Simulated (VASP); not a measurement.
Runs of VASP 6.6.1 on AlN. The structure is that of space group Fm-3m (No. 225), or close to it. The cells are those of the table. 

```csv
cell,gap on the mesh (eV),pressure (GPa)
"a = 2.916 Å, angles 60.0°, 2 atoms",4.05,-9.4
"a = 2.878 Å, angles 60.0°, 2 atoms",4.41,-0.3
"a = 2.716 Å, angles 60.0°, 2 atoms",(a),(c)
"a = 2.881 Å, angles 60.0°, 2 atoms",4.39,(b)
"a = 2.672 Å, angles 60.0°, 2 atoms",4.87,86.9
"a = 2.839 Å, angles 60.0°, 2 atoms",4.81,10.8
```

Alike in all rows: task single point; level PBE; potentials or basis VASP PAW PBE potentials, release 64 (Al, N); no spin polarisation; k mesh 10 × 10 × 10; cutoff (eV) 520; smearing gaussian 0.05 eV.

Task: Estimate the missing entries.

Result: (a) 4.99; (b) -1.0; (c) 61.6.

A k mesh can miss the band edges.
